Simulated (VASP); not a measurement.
# La (Im-3m) in VASP: notebook

Runs on La. Level: PBE. Tasks: single point, relaxation of cell and atoms.

All numbers are computed with VASP 6.6.1; they aren't measurements. Logs are shortened: lines on timing, memory, paths and dates and some standing lists are left out, and cuts for length are marked.

## (1) The cell of the first run

It takes space group Im-3m (No. 229, cubic). Conventional cell: a = 3.324 Å, b = 3.324 Å, c = 3.324 Å, α = 90.00°, β = 90.00°, γ = 90.00°. Within 3.8 Å of La (site symmetry m-3m) lie 14 La at 2.88 to 3.32 Å.

## (2) Single point, PBE

The input, INCAR:

```
  ALGO = Normal
  EDIFF = 1E-7
  ENCUT = 520
  GGA = PE
  ISIF = 2
  ISMEAR = -1
  LASPH = T
  LCHARG = F
  LREAL = F
  LWAVE = F
  NBANDS = 12
  NELM = 60
  PREC = Accurate
  SIGMA = 0.05
```

The input, KPOINTS:

```
k-points
0
Gamma
  16 16 16
```

The input, POSCAR:

```
La
1.0
   -1.6618573349      1.6618573349      1.6618573349
    1.6618573349     -1.6618573349      1.6618573349
    1.6618573349      1.6618573349     -1.6618573349
La
1
Direct
    0.0000000000      0.0000000000      0.0000000000
```

Potentials or basis: VASP PAW PBE potentials, release 64 (La).

The run is started by

```
$ cat potpaw_PBE.64/La/POTCAR > POTCAR
$ mpirun -np 1 vasp_std > vasp.out
```

OUTCAR:

```text
EDIFF = 1E-7
   ENCUT = 520
   GGA = PE
   ISIF = 2
   ISMEAR = -1
   LASPH = T
   LREAL = F
   NELM = 60
   PREC = Accurate

 ion  position               nearest neighbor table
   1  0.000  0.000  0.000-

  LATTYP: Found a body centered cubic cell.
 ALAT       =     3.3237146698

  Lattice vectors:

 A1 = (  -1.6618573349,   1.6618573349,   1.6618573349)
 A2 = (   1.6618573349,  -1.6618573349,   1.6618573349)
 A3 = (   1.6618573349,   1.6618573349,  -1.6618573349)

Analysis of symmetry for initial positions (statically):
=====================================================================
 Subroutine PRICEL returns:
 Original cell was already a primitive cell.

 Routine SETGRP: Setting up the symmetry group for a
 body centered cubic supercell.

 Subroutine GETGRP returns: Found 48 space group operations
 (whereof 48 operations were pure point group operations)
 out of a pool of 48 trial point group operations.

The static configuration has the point symmetry O_h .

Analysis of symmetry for dynamics (positions and initial velocities):
=====================================================================
 Subroutine PRICEL returns:
 Original cell was already a primitive cell.

 Routine SETGRP: Setting up the symmetry group for a
 body centered cubic supercell.

 Subroutine GETGRP returns: Found 48 space group operations
 (whereof 48 operations were pure point group operations)
 out of a pool of 48 trial point group operations.

The dynamic configuration has the point symmetry O_h .

 Subroutine INISYM returns: Found 48 space group operations
 (whereof 48 operations are pure point group operations),
 and found     1 'primitive' translations

----------------------------------------------------------------------------------------

                                     Primitive cell

  volume of cell :      18.3587

  direct lattice vectors                    reciprocal lattice vectors
    -1.661857335  1.661857335  1.661857335     0.000000000  0.300868185  0.300868185
     1.661857335 -1.661857335  1.661857335     0.300868185  0.000000000  0.300868185
     1.661857335  1.661857335 -1.661857335     0.300868185  0.300868185  0.000000000

  length of vectors
     2.878421339  2.878421339  2.878421339     0.425491868  0.425491868  0.425491868

  position of ions in fractional coordinates (direct lattice)
     0.000000000  0.000000000  0.000000000

  ion indices of the primitive-cell ions
   primitive index   ion index
                 1           1

----------------------------------------------------------------------------------------

 KPOINTS: k-points

Automatic generation of k-mesh.
 Grid dimensions read from file:
 generate k-points for:   16   16   16

 Generating k-lattice:

  Cartesian coordinates                     Fractional coordinates (reciprocal lattice)
     0.000000000  0.018804262  0.018804262     0.062500000  0.000000000  0.000000000
     0.018804262  0.000000000  0.018804262     0.000000000  0.062500000  0.000000000
     0.018804262  0.018804262  0.000000000     0.000000000  0.000000000  0.062500000

  Length of vectors
     0.026593242  0.026593242  0.026593242

  Shift w.r.t. Gamma in fractional coordinates (k-lattice)
     0.000000000  0.000000000  0.000000000

 Subroutine IBZKPT returns following result:
 ===========================================

 Found    145 irreducible k-points:

 Following reciprocal coordinates:
            Coordinates               Weight
  0.000000  0.000000  0.000000      1.000000
  0.062500  0.000000  0.000000     12.000000
  0.125000  0.000000  0.000000     12.000000
  0.187500  0.000000  0.000000     12.000000
  0.250000  0.000000  0.000000     12.000000
  0.312500  0.000000  0.000000     12.000000
[... 16 lines left out ...]
  0.187500  0.187500  0.000000     24.000000
  0.250000  0.187500  0.000000     48.000000
 [... further k-points ...]
   k-points           NKPTS =    145   k-points in BZ     NKDIM =    145   number of bands    NBANDS=     12
   number of dos      NEDOS =    301   number of ions     NIONS =      1
   total plane-waves  NPLWV =  13824
   dimension x,y,z NGX =    24 NGY =   24 NGZ =   24
   dimension x,y,z NGXF=    48 NGYF=   48 NGZF=   48
   ions per type =               1
   NGX,Y,Z   is equivalent  to a cutoff of  13.86, 13.86, 13.86 a.u.
   NGXF,Y,Z  is equivalent  to a cutoff of  27.72, 27.72, 27.72 a.u.
 SYSTEM =  unknown system
   PREC   = accura    normal or accurate (medium, high low for compatibility)
   ISTART =      0    job   : 0-new  1-cont  2-samecut
   ICHARG =      2    charge: 1-file 2-atom 10-const
   ISPIN  =      1    spin polarized calculation?
   LNONCOLLINEAR =      F non collinear calculations
   LSORBIT =      F    spin-orbit coupling
   LASPH  =      T    aspherical Exc in radial PAW
   ENCUT  =  520.0 eV  38.22 Ry    6.18 a.u.   5.35  5.35  5.35*2*pi/ulx,y,z
   NELM   =     60;   NELMIN=  2; NELMDL= -5     # of ELM steps
   EDIFF  = 0.1E-06   stopping-criterion for ELM
   LREAL  =      F    real-space projection
   EDIFFG = 0.1E-05   stopping-criterion for IOM
   NSW    =      0    number of steps for IOM
   IBRION =     -1    ionic relax: 0-MD 1-quasi-New 2-CG
   NFREE  =      0    steps in history (QN), initial steepest desc. (CG)
   ISIF   =      2    stress and relaxation
   ISYM   =      2    0-nonsym 1-usesym 2-fastsym
   POTIM  = 0.5000    time-step for ionic-motion
   TEBEG  =    0.0;   TEEND  =   0.0 temperature during run
   PSTRESS=    0.0 pullay stress
   NELECT =      11.0000    total number of electrons
   NUPDOWN=      -1.0000    fix difference up-down
   EMIN   =  10.00;   EMAX   =-10.00  energy-range for DOS
   EFERMI =   0.00;   METHOD = LEGACY
   ISMEAR =    -1;   SIGMA  =   0.05  broadening in eV -4-tet -1-fermi 0-gaus
   EFERMI_NEDOS =   21; number of points for ismear=-14 and -15
   IALGO  =     38    algorithm
   IMIX   =      4    mixing-type and parameters
     AMIX     =   0.40;   BMIX     =  1.00
     AMIX_MAG =   1.60;   BMIX_MAG =  1.00
  volume/ion in A,a.u.               =      18.36       123.89
  Fermi-wavevector in a.u.,A,eV,Ry     =   1.380147  2.608100 25.916453  1.904806
  Thomas-Fermi vector in A             =   2.505051
   LORBIT       =      0    0 simple, 1 ext, 2 COOP (PROOUT), +10 PAW based schemes
   GGA     = PE    functional components
   LHFCALC =     F    Hartree Fock is set to
   AEXX    =    0.0000 exact exchange contribution
   IVDW    =     0    specifies the selected vdW correction
   LEPSILON=     F    determine dielectric tensor
   LRPA    =     F    only Hartree local field effects (RPA)
 non-spin polarized calculation
  energy-cutoff  :      520.00
  volume of cell :       18.36
 maximum number of plane-waves:       531
 NGX is ok and might be reduce to    24
   NGX = 11   NGY = 11   NGZ = 11

 number of electron      11.0000000 magnetization

 Free energy of the ion-electron system (eV)
  ---------------------------------------------------
  ext. energy  EPLUGINS =         0.00000000
  ---------------------------------------------------
  free energy    TOTEN  =        -2.74131235 eV

  energy without entropy =       -2.73009741  energy(sigma->0) =       -2.73570488

 E-fermi :  16.9044     XC(G=0): -12.8390

 val. band max:       16.8984574732   @ k =   0.1250   0.0625   0.0000
 cond. band min:      16.9189491095   @ k =   0.3750   0.1250   0.1250
 fundamental gap:      0.0204916363
 Fermi energy:        16.9044148862

 k-point     1 :       0.0000    0.0000    0.0000
  band No.  band energies     occupation
      1     -16.8340      2.00000
      2       4.4420      2.00000
      3       4.4420      2.00000
      4       4.4420      2.00000
      5      17.4640      0.00003
      6      18.6246      0.00000
      7      18.6246      0.00000
      8      18.6246      0.00000
      9      19.1449      0.00000
     10      19.1449      0.00000
     11      19.1449      0.00000
     12      21.5837      0.00000

 k-point     2 :       0.0625    0.0000    0.0000
  band No.  band energies     occupation
      1     -16.7691      2.00000
      2       4.0680      2.00000
      3       4.3269      2.00000
      4       4.4283      2.00000
      5      17.7351      0.00000
      6      18.1898      0.00000
      7      18.2137      0.00000
      8      18.6036      0.00000
      9      19.2831      0.00000
     10      19.5074      0.00000
     11      19.5623      0.00000
     12      21.5061      0.00000

 k-point     3 :       0.1250    0.0000    0.0000
  band No.  band energies     occupation
      1     -16.5789      2.00000
      2       3.0875      2.00000
      3       4.0145      2.00000
      4       4.3888      2.00000
      5      17.2021      0.00518
      6      17.6146      0.00000
      7      18.5627      0.00000
      8      18.7292      0.00000
      9      19.5988      0.00000
     10      19.9700      0.00000
     11      20.1646      0.00000
     12      21.3684      0.00000
[... 286 lines left out ...]
 k-point    23 :       0.1875    0.1875    0.0000
  band No.  band energies     occupation
      1     -15.3601      2.00000
      2      -0.7027      2.00000
      3       2.1105      2.00000
      4       3.6511      2.00000
      5      15.8822      2.00000
      6      16.7319      1.93852
      7      18.9633      0.00000
      8      19.3603      0.00000
      9      20.1191      0.00000
     10      20.6478      0.00000
     11      21.2162      0.00000
     12      21.6785      0.00000

 k-point    24 :       0.2500    0.1875    0.0000
  band No.  band energies     occupation
      1     -14.9820      2.00000
      2      -1.4594      2.00000
      3       1.4277      2.00000
      4       3.5031      2.00000
      5      15.6258      2.00000
      6      16.9240      0.80664
      7      19.0189      0.00000
      8      19.6580      0.00000
      9      20.0535      0.00000
     10      20.7943      0.00000
     11      21.2668      0.00000
     12      21.6754      0.00000

 [... further k-points ...]
[... 5 lines left out ...]
  --------------------------------------------------------------------------------------
  -------------------------------------------------------------------------------------
  Total        7.4439148      7.4439148      7.4439148      0.0000000     -0.0000000      0.0000000
  in kB      649.6370310    649.6370310    649.6370310      0.0000000     -0.0000000      0.0000000
  external PRESSURE =     649.6370310 kB  Pullay stress =       0.0000000 kB

 VOLUME and BASIS-vectors are now :
 -----------------------------------------------------------------------------
  energy-cutoff  :      520.00
  volume of cell :       18.36
      direct lattice vectors                 reciprocal lattice vectors
    -1.661857335  1.661857335  1.661857335     0.000000000  0.300868185  0.300868185
     1.661857335 -1.661857335  1.661857335     0.300868185  0.000000000  0.300868185
     1.661857335  1.661857335 -1.661857335     0.300868185  0.300868185  0.000000000

 POSITION                                       TOTAL-FORCE (eV/Angst)
 -----------------------------------------------------------------------------------
      0.00000      0.00000      0.00000        -0.000000      0.000000     -0.000000
 -----------------------------------------------------------------------------------
    total drift:                                0.000000      0.000000      0.000000

  FREE ENERGIE OF THE ION-ELECTRON SYSTEM (eV)
  ---------------------------------------------------
  free  energy   TOTEN  =        -2.7413123490 eV

  energy  without entropy=       -2.7300974142  energy(sigma->0) =       -2.73570488
```

It took 14 s on 1 thread of Intel Xeon 6975P-C (Granite Rapids), shared host; peak memory 0.17 GiB.

What came out:

```
Free energy : -2.7413 eV
Pressure    : 65.0 GPa
```

Levels at points of the mesh, in eV from the Fermi level:
| k point | band 2 | band 3 | band 4 | band 5 | band 6 | band 7 | band 8 | band 9 | band 10 | band 11 |
| --- | --- | --- | --- | --- | --- | --- | --- | --- | --- | --- |
| (0.00, 0.00, 0.00) | -12.46 | -12.46 | -12.46 | 0.56 | 1.72 | 1.72 | 1.72 | 2.24 | 2.24 | 2.24 |
| (0.50, 0.00, 0.00) | -19.89 | -14.83 | -12.85 | -2.86 | -1.41 | 2.07 | 2.75 | 3.55 | 4.19 | 4.51 |
| (0.50, 0.50, 0.50) | -17.38 | -17.38 | -17.38 | -4.99 | -4.99 | 2.54 | 3.67 | 3.67 | 3.67 | 4.89 |

Caveat: spin-orbit coupling is left out, which moves the levels of the heavy elements.

(Continued in part 2 of 2.)
